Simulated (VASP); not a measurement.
# MgS in VASP: a series of runs

The runs below take MgS through single point, relaxation of cell and atoms, with PBE.

All numbers are computed with VASP 6.6.1; they aren't measurements. Logs are shortened: lines on timing, memory, paths and dates and some standing lists are left out, and cuts for length are marked.

### Step 1. The cell of the first run

Symmetry: Fm-3m, No. 225, cubic system. The conventional cell has a = 5.233 Å, b = 5.233 Å, c = 5.233 Å, α = 90.00°, β = 90.00°, γ = 90.00°. Within 3.5 Å of Mg (site symmetry m-3m) lie 6 S at 2.62 Å. Within 3.5 Å of S (site symmetry m-3m) lie 6 Mg at 2.62 Å.

### Step 2. Single point, PBE

Contents of INCAR:

```
SYSTEM = MgS
ALGO     = Normal         ! electronic algorithm
EDIFF    = 1E-6           ! SCF threshold, eV
ENCUT    = 520            ! plane-wave cutoff, eV
GGA      = PE             ! functional
ISIF     = 2              ! what is computed and relaxed
ISMEAR   = 0              ! smearing method
LASPH    = .TRUE.         ! aspherical terms in the spheres
LCHARG   = .FALSE.        ! write CHGCAR
LREAL    = .FALSE.        ! projectors in reciprocal space
LWAVE    = .FALSE.        ! write WAVECAR
NBANDS   = 11             ! bands
NELM     = 80             ! most SCF steps
PREC     = Accurate       ! precision mode
SIGMA    = 0.1            ! smearing width, eV
```

Contents of KPOINTS:

```
k-points
0
G
  6 6 6
  0 0 0
```

Contents of POSCAR:

```
MgS
1.0
    0.0000000000      2.6166108761      2.6166108761
    2.6166108761      0.0000000000      2.6166108761
    2.6166108761      2.6166108761      0.0000000000
Mg S
1 1
Direct
    0.0000000000      0.0000000000      0.0000000000
    0.5000000000      0.5000000000      0.5000000000
```

Potentials or basis: VASP PAW PBE potentials, release 64 (Mg, S).

The run is started by

```bash
> cat potpaw_PBE.64/Mg/POTCAR potpaw_PBE.64/S/POTCAR > POTCAR
> mpirun -np 1 vasp_std > vasp.out
```

OUTCAR:

```text
SYSTEM = MgS
   EDIFF = 1E-6
   ENCUT = 520
   GGA = PE
   ISIF = 2
   ISMEAR = 0
   LASPH = .TRUE.
   LREAL = .FALSE.
   NELM = 80
   PREC = Accurate

 ion  position               nearest neighbor table
   1  0.000  0.000  0.000-   2 2.62   2 2.62   2 2.62   2 2.62   2 2.62   2 2.62
   2  0.500  0.500  0.500-   1 2.62   1 2.62   1 2.62   1 2.62   1 2.62   1 2.62

  LATTYP: Found a face centered cubic cell.
 ALAT       =     5.2332217522

  Lattice vectors:

 A1 = (   0.0000000000,   2.6166108761,   2.6166108761)
 A2 = (   2.6166108761,   0.0000000000,   2.6166108761)
 A3 = (   2.6166108761,   2.6166108761,   0.0000000000)

Analysis of symmetry for initial positions (statically):
=====================================================================
 Subroutine PRICEL returns:
 Original cell was already a primitive cell.

 Routine SETGRP: Setting up the symmetry group for a
 face centered cubic supercell.

 Subroutine GETGRP returns: Found 48 space group operations
 (whereof 48 operations were pure point group operations)
 out of a pool of 48 trial point group operations.

The static configuration has the point symmetry O_h .

Analysis of symmetry for dynamics (positions and initial velocities):
=====================================================================
 Subroutine PRICEL returns:
 Original cell was already a primitive cell.

 Routine SETGRP: Setting up the symmetry group for a
 face centered cubic supercell.

 Subroutine GETGRP returns: Found 48 space group operations
 (whereof 48 operations were pure point group operations)
 out of a pool of 48 trial point group operations.

The dynamic configuration has the point symmetry O_h .

 Subroutine INISYM returns: Found 48 space group operations
 (whereof 48 operations are pure point group operations),
 and found     1 'primitive' translations

----------------------------------------------------------------------------------------

                                     Primitive cell

  volume of cell :      35.8301

  direct lattice vectors                    reciprocal lattice vectors
     0.000000000  2.616610876  2.616610876    -0.191086877  0.191086877  0.191086877
     2.616610876  0.000000000  2.616610876     0.191086877 -0.191086877  0.191086877
     2.616610876  2.616610876  0.000000000     0.191086877  0.191086877 -0.191086877

  length of vectors
     3.700446588  3.700446588  3.700446588     0.330972179  0.330972179  0.330972179

  position of ions in fractional coordinates (direct lattice)
     0.000000000  0.000000000  0.000000000
     0.500000000  0.500000000  0.500000000

  ion indices of the primitive-cell ions
   primitive index   ion index
                 1           1
                 2           2

----------------------------------------------------------------------------------------

 KPOINTS: k-points

Automatic generation of k-mesh.
 Grid dimensions read from file:
 generate k-points for:    6    6    6

 Generating k-lattice:

  Cartesian coordinates                     Fractional coordinates (reciprocal lattice)
    -0.031847813  0.031847813  0.031847813     0.166666667  0.000000000  0.000000000
     0.031847813 -0.031847813  0.031847813     0.000000000  0.166666667  0.000000000
     0.031847813  0.031847813 -0.031847813     0.000000000  0.000000000  0.166666667

  Length of vectors
     0.055162030  0.055162030  0.055162030

  Shift w.r.t. Gamma in fractional coordinates (k-lattice)
     0.000000000  0.000000000  0.000000000

 Subroutine IBZKPT returns following result:
 ===========================================

 Found     16 irreducible k-points:

 Following reciprocal coordinates:
            Coordinates               Weight
  0.000000  0.000000  0.000000      1.000000
  0.166667  0.000000  0.000000      8.000000
  0.333333  0.000000  0.000000      8.000000
  0.500000  0.000000  0.000000      4.000000
  0.166667  0.166667  0.000000      6.000000
  0.333333  0.166667  0.000000     24.000000
[... 8 lines left out ...]
 -0.333333  0.333333  0.166667     24.000000
 -0.333333  0.500000  0.166667     12.000000
   k-points           NKPTS =     16   k-points in BZ     NKDIM =     16   number of bands    NBANDS=     11
   number of dos      NEDOS =    301   number of ions     NIONS =      2
   total plane-waves  NPLWV =  21952
   dimension x,y,z NGX =    28 NGY =   28 NGZ =   28
   dimension x,y,z NGXF=    56 NGYF=   56 NGZF=   56
   ions per type =               1   1
   NGX,Y,Z   is equivalent  to a cutoff of  12.58, 12.58, 12.58 a.u.
   NGXF,Y,Z  is equivalent  to a cutoff of  25.16, 25.16, 25.16 a.u.
 SYSTEM =  MgS
   PREC   = accura    normal or accurate (medium, high low for compatibility)
   ISTART =      0    job   : 0-new  1-cont  2-samecut
   ICHARG =      2    charge: 1-file 2-atom 10-const
   ISPIN  =      1    spin polarized calculation?
   LNONCOLLINEAR =      F non collinear calculations
   LSORBIT =      F    spin-orbit coupling
[... 35 lines left out ...]
 Gauss-broadening in eV      SIGMA  =   0.10
  energy-cutoff  :      520.00
  volume of cell :       35.83
 maximum number of plane-waves:       982
   NGX = 13   NGY = 13   NGZ = 13

 number of electron       8.0000000 magnetization

 Free energy of the ion-electron system (eV)
  ---------------------------------------------------
  ext. energy  EPLUGINS =         0.00000000
  ---------------------------------------------------
  free energy    TOTEN  =        -8.50022291 eV

  energy without entropy =       -8.50022291  energy(sigma->0) =       -8.50022291

 E-fermi :   4.0434     XC(G=0):  -9.6168

 val. band max:        3.5756264330   @ k =   0.0000   0.0000   0.0000
 cond. band min:       6.3113230165   @ k =   0.5000   0.5000   0.0000
 fundamental gap:      2.7356965835
 Fermi energy:         4.0434431571

 k-point     1 :       0.0000    0.0000    0.0000
  band No.  band energies     occupation
      1      -8.9947      2.00000
      2       3.5756      2.00000
      3       3.5756      2.00000
      4       3.5756      2.00000
      5       7.1503      0.00000
      6      11.5388      0.00000
      7      11.5388      0.00000
      8      11.5388      0.00000
      9      13.9042      0.00000
     10      13.9042      0.00000
     11      16.0711      0.00000

 k-point     2 :       0.1667    0.0000    0.0000
  band No.  band energies     occupation
      1      -8.7384      2.00000
      2       1.9672      2.00000
      3       3.4129      2.00000
      4       3.4129      2.00000
      5       8.2702      0.00000
      6      11.2062      0.00000
      7      11.7821      0.00000
      8      11.7821      0.00000
      9      13.1931      0.00000
     10      13.1931      0.00000
     11      15.8785      0.00000

 k-point     3 :       0.3333    0.0000    0.0000
  band No.  band energies     occupation
      1      -8.1226      2.00000
      2      -0.1997      2.00000
      3       3.1304      2.00000
      4       3.1304      2.00000
      5       8.3193      0.00000
      6      10.8916      0.00000
      7      10.8916      0.00000
      8      12.7625      0.00000
      9      15.0379      0.00000
     10      15.0438      0.00000
     11      15.0438      0.00000

 k-point     4 :       0.5000    0.0000    0.0000
  band No.  band energies     occupation
      1      -7.7325      2.00000
      2      -1.1639      2.00000
      3       3.0058      2.00000
      4       3.0058      2.00000
      5       8.0975      0.00000
      6      10.4602      0.00000
      7      10.4602      0.00000
      8      13.4989      0.00000
      9      15.6340      0.00000
     10      17.8944      0.00000
     11      17.8944      0.00000
[... 127 lines left out ...]
 k-point    14 :       0.5000    0.3333    0.1667
  band No.  band energies     occupation
      1      -7.7049      2.00000
      2      -0.0439      2.00000
      3       1.4385      2.00000
      4       2.3756      2.00000
      5       8.7998      0.00000
      6      10.2011      0.00000
      7      10.8330      0.00000
      8      13.3074      0.00000
      9      15.0510      0.00000
     10      18.2955      0.00000
     11      18.7617      0.00000

 k-point    15 :      -0.3333    0.3333    0.1667
  band No.  band energies     occupation
      1      -7.4409      2.00000
      2      -0.2683      2.00000
      3       0.9264      2.00000
      4       2.0288      2.00000
      5       8.8454      0.00000
      6      10.2560      0.00000
      7      12.2071      0.00000
      8      12.4364      0.00000
      9      15.7179      0.00000
     10      17.3118      0.00000
     11      19.1766      0.00000

 k-point    16 :      -0.3333    0.5000    0.1667
  band No.  band energies     occupation
      1      -7.3427      2.00000
      2      -0.0925      2.00000
      3       1.0570      2.00000
      4       1.4077      2.00000
      5       7.9263      0.00000
      6       9.8090      0.00000
      7      12.6520      0.00000
      8      13.3013      0.00000
      9      17.2026      0.00000
     10      18.4639      0.00000
     11      18.9003      0.00000

------------------------ aborting loop because EDIFF is reached ----------------------------------------

  FORCE on cell =-STRESS in cart. coord.  units (eV):
  Direction    XX          YY          ZZ          XY          YZ          ZX
  --------------------------------------------------------------------------------------
  -------------------------------------------------------------------------------------
  Total       -0.0935567     -0.0935567     -0.0935567      0.0000000      0.0000000      0.0000000
  in kB       -4.1834840     -4.1834840     -4.1834840      0.0000000      0.0000000      0.0000000
  external PRESSURE =      -4.1834840 kB  Pullay stress =       0.0000000 kB

 VOLUME and BASIS-vectors are now :
 -----------------------------------------------------------------------------
  energy-cutoff  :      520.00
  volume of cell :       35.83
      direct lattice vectors                 reciprocal lattice vectors
     0.000000000  2.616610876  2.616610876    -0.191086877  0.191086877  0.191086877
     2.616610876  0.000000000  2.616610876     0.191086877 -0.191086877  0.191086877
     2.616610876  2.616610876  0.000000000     0.191086877  0.191086877 -0.191086877

 POSITION                                       TOTAL-FORCE (eV/Angst)
 -----------------------------------------------------------------------------------
      0.00000      0.00000      0.00000         0.000000     -0.000000      0.000000
      2.61661      2.61661      2.61661        -0.000000      0.000000     -0.000000
 -----------------------------------------------------------------------------------
    total drift:                                0.000000      0.000000      0.000000

  FREE ENERGIE OF THE ION-ELECTRON SYSTEM (eV)
  ---------------------------------------------------
  free  energy   TOTEN  =        -8.5002229058 eV

  energy  without entropy=       -8.5002229058  energy(sigma->0) =       -8.50022291
```

Wall time 10 s (1 thread of Intel Xeon 8259CL, shared host); peak memory 0.15 GiB.

What came out:

```
Free energy            : -8.5002 eV
Pressure               : -0.4 GPa
Band gap on the k mesh : 2.74 eV (least direct gap 3.57 eV)
```

### Step 3. Single point, PBE

Contents of INCAR:

```
SYSTEM = MgS
  ALGO = Normal
  EDIFF = 1E-6
  ENCUT = 520
  GGA = PE
  ISIF = 2
  ISMEAR = 0
  LASPH = .True.
  LCHARG = .True.
  LELF = .True.
  LREAL = .False.
  LVHAR = .True.
  LWAVE = .False.
  NBANDS = 11
  NELM = 100
  PREC = Accurate
  SIGMA = 0.02
```

Contents of KPOINTS:

```
k-points
0
Gamma
  8 8 8
  0 0 0
```

Contents of POSCAR:

```
MgS
1.0
    0.0000000000      2.6151298944      2.6151298944
    2.6151298944      0.0000000000      2.6151298944
    2.6151298944      2.6151298944      0.0000000000
Mg S
1 1
Direct
    0.0000000000      0.0000000000      0.0000000000
    0.5000000000      0.5000000000      0.5000000000
```

Potentials or basis: VASP PAW PBE potentials, release 64 (Mg, S).

The run is started by

```bash
> cat potpaw_PBE.64/Mg/POTCAR potpaw_PBE.64/S/POTCAR > POTCAR
> mpirun -np 1 vasp_std > vasp.out
```

Wall time 14 s (1 thread of Intel Xeon 8259CL, shared host); peak memory 0.16 GiB.

Results (log left out):

| Property | Result |
| --- | --- |
| Free energy | -8.5029 eV |
| Pressure | -0.3 GPa |
| Band gap on the k mesh | 2.74 eV (least direct gap 3.59 eV) |

Levels at points of the mesh, in eV from the valence-band top:
| k point | band 1 | band 2 | band 3 | band 4 | band 5 | band 6 | band 7 | band 8 | band 9 |
| --- | --- | --- | --- | --- | --- | --- | --- | --- | --- |
| (0.00, 0.00, 0.00) | -12.58 | 0.00 | 0.00 | 0.00 | 3.59 | 7.96 | 7.96 | 7.96 | 10.33 |
| (0.50, 0.00, 0.00) | -11.31 | -4.75 | -0.57 | -0.57 | 4.53 | 6.89 | 6.89 | 9.94 | 12.07 |
| (0.50, 0.50, 0.00) | -10.95 | -4.11 | -1.65 | -1.65 | 2.74 | 4.44 | 11.85 | 12.77 | 13.21 |

A k mesh can miss the band edges.

### Step 4. Single point, PBE

This run uses another cell than the first one: it holds 4 atoms, not 2.

Contents of INCAR:

```
SYSTEM = MgS
ALGO = Normal
EDIFF = 1E-7
ENCUT = 520
GGA = PE
ISIF = 2
ISMEAR = 0
LASPH = .TRUE.
LCHARG = .FALSE.
LREAL = .FALSE.
LWAVE = .FALSE.
NBANDS = 16
NELM = 80
PREC = Accurate
SIGMA = 0.1
```

Contents of KPOINTS:

```
k-points
0
G
  4 4 2
  0 0 0
```

Contents of POSCAR:

```
MgS
1.0
   -0.0017116671     -0.9644139944     -3.5715117112
   -1.8441165545     -3.0218788446     -1.0958569959
   -5.5425033925      2.9875743184      1.1125999385
Mg S
2 2
Direct
    0.4997568693      0.7502528099      0.7498665279
    0.4996862979      0.2504106060      0.2498748564
    0.0001329895     -0.0003511698      0.0001026548
    0.0004238433      0.4996877539      0.5001559609
```

The run is started by

```bash
> cat potpaw_PBE.64/Mg/POTCAR potpaw_PBE.64/S/POTCAR > POTCAR
> mpirun -np 1 vasp_std > vasp.out
```

Wall time 31 s (1 thread of Intel Xeon 8259CL, shared host); peak memory 0.19 GiB.

Results (log left out):

| Quantity | Value |
| --- | --- |
| Free energy | -16.9517 eV |
| Pressure | -0.3 GPa |
| Largest force | 0.007 eV/Å |
| Band gap on the k mesh | 2.69 eV |

Forces in eV/Å, atoms in the order of the input:
```
Mg  -0.001  0.005 -0.002
Mg   0.000  0.006 -0.002
S   -0.001 -0.005  0.001
S    0.002 -0.006  0.004
```

Stress tensor (GPa, compression positive):
```
-0.22  0.02  0.01
 0.02 -0.43  0.15
 0.01  0.15 -0.18
```

Levels at points of the mesh, in eV from the valence-band top:
| k point | band 5 | band 6 | band 7 | band 8 | band 9 | band 10 | band 11 | band 12 |
| --- | --- | --- | --- | --- | --- | --- | --- | --- |
| (0.00, 0.00, 0.00) | -0.60 | -0.04 | -0.03 | 0.00 | 3.55 | 4.47 | 6.80 | 6.85 |
| (0.50, 0.00, 0.00) | -1.69 | -1.65 | -0.60 | -0.58 | 2.70 | 4.41 | 4.50 | 6.84 |
| (0.00, 0.50, 0.00) | -2.18 | -2.18 | -1.20 | -1.20 | 4.35 | 4.35 | 6.72 | 6.72 |
| (0.50, 0.50, 0.00) | -2.17 | -2.17 | -1.22 | -1.22 | 4.32 | 4.32 | 6.71 | 6.71 |
| (0.00, 0.00, 0.50) | -0.35 | -0.35 | -0.34 | -0.34 | 4.85 | 4.85 | 7.72 | 7.72 |
| (0.50, 0.00, 0.50) | -2.17 | -2.17 | -1.21 | -1.21 | 4.33 | 4.33 | 6.70 | 6.71 |
| (0.00, 0.50, 0.50) | -1.67 | -1.65 | -0.59 | -0.58 | 2.71 | 4.42 | 4.50 | 6.86 |
| (0.50, 0.50, 0.50) | -1.70 | -1.65 | -0.61 | -0.58 | 2.69 | 4.41 | 4.49 | 6.82 |

Caveat: the k points lie up to 0.52 Å⁻¹ apart.

### Step 5. Relaxation of cell and atoms, PBE

Contents of INCAR:

```
PREC = Accurate
ENCUT = 600
EDIFF = 1E-6
ISMEAR = 0
SIGMA = 0.02
LREAL = F
LASPH = T
NELM = 100
ALGO = Normal
ISIF = 3
LWAVE = F
LCHARG = F
GGA = PE
IBRION = 2
NSW = 100
EDIFFG = -0.01
```

Contents of KPOINTS:

```
Automatic mesh
0
Gamma
  8 8 8
```

Contents of POSCAR:

```
MgS
1.0
    0.0000000000      2.6166108761      2.6166108761
    2.6166108761      0.0000000000      2.6166108761
    2.6166108761      2.6166108761      0.0000000000
Mg S
1 1
Direct
    0.0000000000      0.0000000000      0.0000000000
    0.5000000000      0.5000000000      0.5000000000
```

The run is started by

```bash
> cat potpaw_PBE.64/Mg/POTCAR potpaw_PBE.64/S/POTCAR > POTCAR
> mpirun -np 1 vasp_std > vasp.out
```

Run time: 28 s. Hardware: 1 thread of Intel Xeon 8259CL, shared host; peak memory 0.18 GiB.

It converged, with:

```yaml
Free_energy: -8.5034 eV
Relaxed_volume: 17.80 Å³/atom
Relaxed_cell: a = 3.692 Å, b = 3.692 Å, c = 3.692 Å, α = 60.00°, β = 60.00°, γ = 60.00°
Space_group_after_relaxing_to_0.1_Å: Fm-3m (No. 225)
Energy_gained_by_relaxing: 0.1 meV/atom
Ionic_steps: 2
Pressure_after_relaxing: 0.1 GPa
Band_gap_on_the_k_mesh: 2.75 eV (least direct gap 3.63 eV)
```

Step by step:
| step | energy change (eV) | largest force (eV/Å) | pressure (GPa) | volume (Å³) |
| --- | --- | --- | --- | --- |
| 1 | 0.0000 | 0.0000 | -0.41 | 35.83 |
| 2 | -0.0003 | 0.0000 | 0.07 | 35.59 |

Final structure:
```cif
data_structure
_symmetry_space_group_name_H-M 'P 1'
_symmetry_Int_Tables_number 1
_cell_length_a 3.6922
_cell_length_b 3.6922
_cell_length_c 3.6922
_cell_angle_alpha 60.000
_cell_angle_beta 60.000
_cell_angle_gamma 60.000
_cell_volume 35.59
loop_
_atom_site_label
_atom_site_type_symbol
_atom_site_fract_x
_atom_site_fract_y
_atom_site_fract_z
_atom_site_occupancy
Mg1 Mg 0.00000 0.00000 0.00000 1
S1 S 0.50000 0.50000 0.50000 1
```

Levels at points of the mesh, in eV from the valence-band top:
| k point | band 2 | band 3 | band 4 | band 5 | band 6 | band 7 |
| --- | --- | --- | --- | --- | --- | --- |
| (0.00, 0.00, 0.00) | 0.00 | 0.00 | 0.00 | 3.63 | 7.96 | 7.96 |
| (0.50, 0.00, 0.00) | -4.77 | -0.58 | -0.58 | 4.53 | 6.90 | 6.90 |
| (0.50, 0.50, 0.00) | -4.14 | -1.66 | -1.66 | 2.75 | 4.43 | 11.90 |

A k mesh can miss the band edges.

### Step 6. The runs side by side

```csv
task,cell,k mesh,cutoff (eV),smearing,gap on the mesh (eV),pressure (GPa)
single point,"a = 3.700 Å, angles 60.0°, 2 atoms, atomic positions A",6 × 6 × 6,520,gaussian 0.1 eV,2.74,-0.4
single point,"a = 3.698 Å, angles 60.0°, 2 atoms, atomic positions A",8 × 8 × 8,520,gaussian 0.02 eV,2.74,-0.3
single point,"a = 3.699, b = 3.706, c = 6.394 Å, angles 90.1, 106.8, 60.1°, 4 atoms, atomic positions B",4 × 4 × 2,520,gaussian 0.1 eV,2.69,-0.3
relaxation of cell and atoms,"relaxed from a = 3.700 Å, angles 60.0°, 2 atoms, atomic positions A",8 × 8 × 8,600,gaussian 0.02 eV,2.75,0.1
```

Alike in all rows: level PBE; potentials or basis VASP PAW PBE potentials, release 64 (Mg, S); no spin polarisation.

Caveats: some runs use coarse meshes.

Total energies depend on the potentials used, so only differences within one code and one set of settings carry meaning.
